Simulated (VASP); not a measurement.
Wanted: the native input for a VASP 6.6.1 run.

* Task: single point
* Functional: PBE
* Potentials or basis: VASP PAW PBE potentials, release 64 (K_sv, Br)
* Cutoff: 520 eV
* k mesh: 6 × 6 × 6
* Occupations: gaussian, width 0.05 eV
* Spin: no spin polarisation
* Dipole correction: no
* Further INCAR settings: ALGO = Normal; EDIFF = 1e-06; NBANDS = 15

The structure of KBr lies in POSCAR:

```
KBr
1.0
    0.0000000000      3.3418875000      3.3912750000
    3.3418875000      0.0000000000      3.3912750000
    3.3418875000      3.3418875000      0.0000000000
K Br
1 1
Direct
    0.0000000000      0.0000000000      0.0000000000
    0.5000000000      0.5000000000      0.5000000000
```

This cell differs from its parent crystal: strain +0.015 along x and y, +0.030 along z.

One way to write it, as run:

INCAR

```
SYSTEM = KBr
PREC = Accurate
ENCUT = 520
EDIFF = 1E-6
ISMEAR = 0
SIGMA = 0.05
LREAL = .FALSE.
LASPH = .TRUE.
NELM = 80
ALGO = Normal
ISIF = 2
LWAVE = .FALSE.
LCHARG = .FALSE.
GGA = PE
NBANDS = 15
```

KPOINTS

```
regular mesh
0
G
  6 6 6
  0 0 0
```

Potentials or basis: VASP PAW PBE potentials, release 64 (K_sv, Br).

Run with:

```console
$ cat potpaw_PBE.64/K_sv/POTCAR potpaw_PBE.64/Br/POTCAR > POTCAR
$ mpirun -np 1 vasp_std > vasp.out
```

Results of the run:

```
Pressure               : 0.0 GPa
Band gap on the k mesh : 4.30 eV, direct
```

Caveat: the cell differs from its parent crystal (strain +0.015 along x and y, +0.030 along z).

Run time: 34 s on 1 thread of Intel(R) Xeon(R) Platinum 8488C (Sapphire Rapids) (shared host), peak memory 0.22 GiB.
